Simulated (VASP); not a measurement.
# SnO in VASP: single point with PBE+D3(BJ)

Aim: the single point of SnO with PBE+D3(BJ).

Program: VASP 6.6.1. These are calculated values, not measurements. Logs are shortened: lines on timing, memory, paths and dates and some standing lists are left out, and cuts for length are marked.

## Step 1: The cell of the first run

The cell holds a slab with vacuum, 8 atoms: a = 3.820 Å, b = 3.820 Å, c = 22.226 Å, α = 90.00°, β = 90.00°, γ = 90.00°.

## Step 2: Single point, PBE+D3(BJ) (layers slid over each other)

The input, INCAR:

```
SYSTEM = SnO
ALGO = Normal ; DIPOL = 0.5 0.5 0.399
EDIFF = 1E-6 ; ENCUT = 520
GGA = PE ; IDIPOL = 3
ISIF = 2 ; ISMEAR = 0
IVDW = 12 ; LASPH = .True.
LCHARG = .False. ; LDIPOL = .True.
LREAL = .False. ; LWAVE = .False.
NBANDS = 50 ; NELM = 60
PREC = Accurate ; SIGMA = 0.05
```

The input, KPOINTS:

```
k-points
0
Gamma
  7 7 1
  0 0 0
```

The input, POSCAR:

```
SnO
1.0
    3.8201526697      0.0002954396      0.0000000000
   -0.0003145245      3.8201526682      0.0000000000
    0.0000000000      0.0000000000     22.2260755522
Sn O
4 4
Direct
    0.9999453086      0.9999453086      0.2024648926
    0.4999453086      0.4999453086      0.3087831570
    0.7499453086      0.7499453086      0.4887519504
    1.2499453086      1.2499453086      0.5950702148
    0.9999461247      0.4999461247      0.2556240248
    0.4999461247      0.9999461247      0.2556240248
    0.7499444925      1.2499444925      0.5419110826
    1.2499444925      0.7499444925      0.5419110826
```

Potentials or basis: VASP PAW PBE potentials, release 64 (Sn_d, O).

On the command line:

```
> cat potpaw_PBE.64/Sn_d/POTCAR potpaw_PBE.64/O/POTCAR > POTCAR
> mpirun -np 1 vasp_std > vasp.out
```

OUTCAR:

```text
SYSTEM = SnO
   EDIFF = 1E-6
   ENCUT = 520
   GGA = PE
   ISIF = 2
   ISMEAR = 0
   IVDW = 12
   LASPH = .True.
   LREAL = .False.
   NELM = 60
   PREC = Accurate
 IVDW          = 12

 ion  position               nearest neighbor table
   1  1.000  1.000  0.202-   6 2.25   5 2.25   6 2.25   5 2.25   2 3.59   2 3.59   2 3.59   2 3.59

   2  0.500  0.500  0.309-   5 2.25   6 2.25   5 2.25   6 2.25   1 3.59   1 3.59   1 3.59   1 3.59

   3  0.750  0.750  0.489-   8 2.25   7 2.25   8 2.25   7 2.25   4 3.59   4 3.59   4 3.59   4 3.59

   4  0.250  0.250  0.595-   7 2.25   8 2.25   7 2.25   8 2.25   3 3.59   3 3.59   3 3.59   3 3.59

   5  1.000  0.500  0.256-   2 2.25   1 2.25   2 2.25   1 2.25
   6  0.500  1.000  0.256-   1 2.25   2 2.25   1 2.25   2 2.25
   7  0.750  0.250  0.542-   4 2.25   3 2.25   4 2.25   3 2.25
   8  0.250  0.750  0.542-   3 2.25   4 2.25   3 2.25   4 2.25

  LATTYP: Found a simple tetragonal cell.
 ALAT       =     3.8201526811
 C/A-ratio  =     5.8181118420

  Lattice vectors:

 A1 = (   3.8201526697,   0.0002954396,   0.0000000000)
 A2 = (  -0.0003145245,   3.8201526682,   0.0000000000)
 A3 = (   0.0000000000,   0.0000000000,  22.2260755522)

Analysis of symmetry for initial positions (statically):
=====================================================================
 Subroutine PRICEL returns:
 Original cell was already a primitive cell.

 Routine SETGRP: Setting up the symmetry group for a
 simple tetragonal supercell.

 Subroutine GETGRP returns: Found  4 space group operations
 (whereof  2 operations were pure point group operations)
 out of a pool of 16 trial point group operations.

The static configuration has the point symmetry C_1h.
 The point group associated with its full space group is C_2h.

Analysis of symmetry for dynamics (positions and initial velocities):
=====================================================================
 Subroutine PRICEL returns:
 Original cell was already a primitive cell.

 Routine SETGRP: Setting up the symmetry group for a
 simple tetragonal supercell.

 Subroutine GETGRP returns: Found  4 space group operations
 (whereof  2 operations were pure point group operations)
 out of a pool of 16 trial point group operations.

The dynamic configuration has the point symmetry C_1h.
 The point group associated with its full space group is C_2h.

 Subroutine INISYM returns: Found  4 space group operations
 (whereof  2 operations are pure point group operations),
 and found     1 'primitive' translations

----------------------------------------------------------------------------------------

                                     Primitive cell

  volume of cell :     324.3577

  direct lattice vectors                    reciprocal lattice vectors
     3.820152670  0.000295440  0.000000000     0.261769641  0.000021552  0.000000000
    -0.000314525  3.820152668  0.000000000    -0.000020245  0.261769641  0.000000000
     0.000000000  0.000000000 22.226075552     0.000000000  0.000000000  0.044992198

  length of vectors
     3.820152681  3.820152681 22.226075552     0.261769642  0.261769642  0.044992198

  position of ions in fractional coordinates (direct lattice)
     0.999945309  0.999945309  0.202464893
     0.499945309  0.499945309  0.308783157
     0.749945309  0.749945309  0.488751950
     0.249945309  0.249945309  0.595070215
     0.999946125  0.499946125  0.255624025
     0.499946125  0.999946125  0.255624025
     0.749944492  0.249944492  0.541911083
     0.249944492  0.749944492  0.541911083

  ion indices of the primitive-cell ions
   primitive index   ion index
                 1           1
                 2           2
                 3           3
                 4           4
                 5           5
                 6           6
                 7           7
                 8           8

----------------------------------------------------------------------------------------

 KPOINTS: k-points

Automatic generation of k-mesh.
 Grid dimensions read from file:
 generate k-points for:    7    7    1

 Generating k-lattice:

  Cartesian coordinates                     Fractional coordinates (reciprocal lattice)
     0.037395663  0.000003079  0.000000000     0.142857143  0.000000000  0.000000000
    -0.000002892  0.037395663  0.000000000     0.000000000  0.142857143  0.000000000
     0.000000000  0.000000000  0.044992198     0.000000000  0.000000000  1.000000000

  Length of vectors
     0.037395663  0.037395663  0.044992198

  Shift w.r.t. Gamma in fractional coordinates (k-lattice)
     0.000000000  0.000000000  0.000000000

 Subroutine IBZKPT returns following result:
 ===========================================

 Found     16 irreducible k-points:

 Following reciprocal coordinates:
            Coordinates               Weight
  0.000000  0.000000  0.000000      1.000000
  0.142857 -0.000000  0.000000      4.000000
  0.285714  0.000000  0.000000      4.000000
  0.428571 -0.000000  0.000000      4.000000
  0.142857  0.142857  0.000000      2.000000
 -0.142857  0.142857  0.000000      2.000000
[... 8 lines left out ...]
  0.428571  0.428571  0.000000      2.000000
 -0.428571  0.428571  0.000000      2.000000
   k-points           NKPTS =     16   k-points in BZ     NKDIM =     16   number of bands    NBANDS=     50
   number of dos      NEDOS =    301   number of ions     NIONS =      8
   total plane-waves  NPLWV = 131712
   dimension x,y,z NGX =    28 NGY =   28 NGZ =  168
   dimension x,y,z NGXF=    56 NGYF=   56 NGZF=  336
   ions per type =               4   4
   NGX,Y,Z   is equivalent  to a cutoff of  12.19, 12.19, 12.57 a.u.
   NGXF,Y,Z  is equivalent  to a cutoff of  24.37, 24.37, 25.13 a.u.
 SYSTEM =  SnO
   PREC   = accura    normal or accurate (medium, high low for compatibility)
   ISTART =      0    job   : 0-new  1-cont  2-samecut
   ICHARG =      2    charge: 1-file 2-atom 10-const
   ISPIN  =      1    spin polarized calculation?
   LNONCOLLINEAR =      F non collinear calculations
   LSORBIT =      F    spin-orbit coupling
   LASPH  =      T    aspherical Exc in radial PAW
   ENCUT  =  520.0 eV  38.22 Ry    6.18 a.u.   7.10  7.10 41.33*2*pi/ulx,y,z
   NELM   =     60;   NELMIN=  2; NELMDL= -5     # of ELM steps
   EDIFF  = 0.1E-05   stopping-criterion for ELM
   LREAL  =      F    real-space projection
   EDIFFG = 0.1E-04   stopping-criterion for IOM
   NSW    =      0    number of steps for IOM
   IBRION =     -1    ionic relax: 0-MD 1-quasi-New 2-CG
   NFREE  =      0    steps in history (QN), initial steepest desc. (CG)
   ISIF   =      2    stress and relaxation
   ISYM   =      2    0-nonsym 1-usesym 2-fastsym
   POTIM  = 0.5000    time-step for ionic-motion
   TEBEG  =    0.0;   TEEND  =   0.0 temperature during run
   PSTRESS=    0.0 pullay stress
   NELECT =      80.0000    total number of electrons
   NUPDOWN=      -1.0000    fix difference up-down
   EMIN   =  10.00;   EMAX   =-10.00  energy-range for DOS
   EFERMI =   0.00;   METHOD = LEGACY
   ISMEAR =     0;   SIGMA  =   0.05  broadening in eV -4-tet -1-fermi 0-gaus
   EFERMI_NEDOS =   21; number of points for ismear=-14 and -15
   IALGO  =     38    algorithm
   IMIX   =      4    mixing-type and parameters
     AMIX     =   0.40;   BMIX     =  1.00
     AMIX_MAG =   1.60;   BMIX_MAG =  1.00
  volume/ion in A,a.u.               =      40.54       273.61
  Fermi-wavevector in a.u.,A,eV,Ry     =   1.026668  1.940121 14.341186  1.054047
  Thomas-Fermi vector in A             =   2.160573
   LORBIT       =      0    0 simple, 1 ext, 2 COOP (PROOUT), +10 PAW based schemes
   GGA     = PE    functional components
   LHFCALC =     F    Hartree Fock is set to
   AEXX    =    0.0000 exact exchange contribution
   IVDW    =    12    specifies the selected vdW correction
   LEPSILON=     F    determine dielectric tensor
   LRPA    =     F    only Hartree local field effects (RPA)
 non-spin polarized calculation
 Gauss-broadening in eV      SIGMA  =   0.05
  energy-cutoff  :      520.00
  volume of cell :      324.36
 maximum number of plane-waves:      8769
   NGX = 15   NGY = 15   NGZ = 83

 dipolmoment           0.000000      0.000000     -0.000001 electrons x Angstroem

 number of electron      79.9999971 magnetization

 dipolmoment           0.000000      0.000000      0.000000 electrons x Angstroem

 Free energy of the ion-electron system (eV)
  ---------------------------------------------------
  ext. energy  EPLUGINS =         0.00000000
  ---------------------------------------------------
  free energy    TOTEN  =       -45.15795598 eV

  energy without entropy =      -45.15795598  energy(sigma->0) =      -45.15795598

 E-fermi :   0.0956     XC(G=0):  -5.2999

 val. band max:       -0.1503609810   @ k =  -0.1429   0.1429   0.0000
 cond. band min:       2.3054539333   @ k =  -0.4286   0.4286   0.0000
 fundamental gap:      2.4558149143
 Fermi energy:         0.0956021078

 k-point     1 :       0.0000    0.0000    0.0000
  band No.  band energies     occupation
      1     -21.0532      2.00000
      2     -21.0532      2.00000
      3     -20.6928      2.00000
      4     -20.6927      2.00000
      5     -20.6553      2.00000
      6     -20.6553      2.00000
[... 42 lines left out ...]
     49       5.1346      0.00000
     50       5.1895      0.00000

 k-point     2 :       0.1429   -0.0000    0.0000
  band No.  band energies     occupation
      1     -21.0443      2.00000
      2     -21.0442      2.00000
      3     -20.6934      2.00000
      4     -20.6933      2.00000
      5     -20.6570      2.00000
      6     -20.6569      2.00000
[... 42 lines left out ...]
     49       5.3067      0.00000
     50       5.4707      0.00000

 k-point     3 :       0.2857    0.0000    0.0000
  band No.  band energies     occupation
      1     -21.0194      2.00000
      2     -21.0193      2.00000
      3     -20.7899      2.00000
      4     -20.7897      2.00000
      5     -20.6612      2.00000
      6     -20.6612      2.00000
[... 42 lines left out ...]
     49       5.6114      0.00000
     50       5.8045      0.00000

 k-point     4 :       0.4286   -0.0000    0.0000
  band No.  band energies     occupation
      1     -20.9756      2.00000
      2     -20.9754      2.00000
      3     -20.9008      2.00000
      4     -20.9006      2.00000
      5     -20.6642      2.00000
      6     -20.6642      2.00000
[... 575 lines left out ...]
 k-point    15 :       0.4286    0.4286    0.0000
  band No.  band energies     occupation
      1     -20.9946      2.00000
      2     -20.9939      2.00000
      3     -20.9803      2.00000
      4     -20.9800      2.00000
      5     -20.6596      2.00000
      6     -20.6593      2.00000
[... 42 lines left out ...]
     49       5.8727      0.00000
     50       6.4089      0.00000

 k-point    16 :      -0.4286    0.4286    0.0000
  band No.  band energies     occupation
      1     -20.9942      2.00000
      2     -20.9939      2.00000
      3     -20.9807      2.00000
      4     -20.9799      2.00000
      5     -20.6595      2.00000
      6     -20.6594      2.00000
[... 42 lines left out ...]
     49       5.8775      0.00000
     50       6.4798      0.00000

------------------------ aborting loop because EDIFF is reached ----------------------------------------

 vacuum level on the upper side and lower side of the slab       (xc-potential included)        -0.184        -0.184

 Edisp (eV)   -1.25543

 E8    (eV) :    -0.5553

  FORCE on cell =-STRESS in cart. coord.  units (eV):
  Direction    XX          YY          ZZ          XY          YZ          ZX
  --------------------------------------------------------------------------------------
  -------------------------------------------------------------------------------------
  Total       0.23740     0.23742     0.03416     0.04359     0.29602     0.29597
  in kB       1.17266     1.17273     0.16873     0.21530     1.46219     1.46195
  external pressure =        0.84 kB  Pullay stress =        0.00 kB

 VOLUME and BASIS-vectors are now :
 -----------------------------------------------------------------------------
  energy-cutoff  :      520.00
  volume of cell :      324.36
      direct lattice vectors                 reciprocal lattice vectors
     3.820152670  0.000295440  0.000000000     0.261769641  0.000021552  0.000000000
    -0.000314525  3.820152668  0.000000000    -0.000020245  0.261769641  0.000000000
     0.000000000  0.000000000 22.226075552     0.000000000  0.000000000  0.044992198

 POSITION                                       TOTAL-FORCE (eV/Angst)
 -----------------------------------------------------------------------------------
      3.81963      3.82024      4.50000        -0.005656     -0.005657     -0.078738
      1.90971      1.91002      6.86304        -0.031416     -0.031421      0.100455
      2.86467      2.86513     10.86304         0.031416      0.031421     -0.100455
      0.95475      0.95490     13.22608         0.005656      0.005657      0.078738
      3.81979      1.91017      5.68152        -0.030353      0.011411      0.007491
      1.90956      3.82009      5.68152         0.011416     -0.030351      0.007491
      2.86482      0.95505     12.04456        -0.011416      0.030351     -0.007491
      0.95459      2.86498     12.04456         0.030353     -0.011411     -0.007491
 -----------------------------------------------------------------------------------
    total drift:                               -0.000003     -0.000003      0.000005

  FREE ENERGIE OF THE ION-ELECTRON SYSTEM (eV)
  ---------------------------------------------------
  free  energy   TOTEN  =       -46.4133830658 eV

  energy  without entropy=      -46.4133830658  energy(sigma->0) =      -46.41338307

 vacuum level on the upper side and lower side of the slab         4.782         4.782
```

Wall time 6.8 min (1 thread of Intel Xeon Platinum 8488C (Sapphire Rapids), shared host); peak memory 0.43 GiB.

What came out:

```
Free energy                : -46.4134 eV
Largest force              : 0.110 eV/Å
Band gap on the k mesh     : 2.46 eV (least direct gap 2.52 eV)
Dispersion energy per atom : -0.157 eV
```

Forces on the atoms (eV/Å):
```
Sn  -0.006 -0.006 -0.079
Sn  -0.031 -0.031  0.100
Sn   0.031  0.031 -0.100
Sn   0.006  0.006  0.079
O   -0.030  0.011  0.007
O    0.011 -0.030  0.007
O   -0.011  0.030 -0.007
O    0.030 -0.011 -0.007
```

Levels at points of the mesh, in eV from the valence-band top:
```csv
k point,band 38,band 39,band 40,band 41,band 42,band 43
"(0.00, 0.00, 0.00)",-1.99,-0.69,-0.03,2.49,2.82,2.82
```

Caveat: the cell differs from its parent crystal (layers slid over each other); spin-orbit coupling is left out, which moves the levels of the heavy elements.
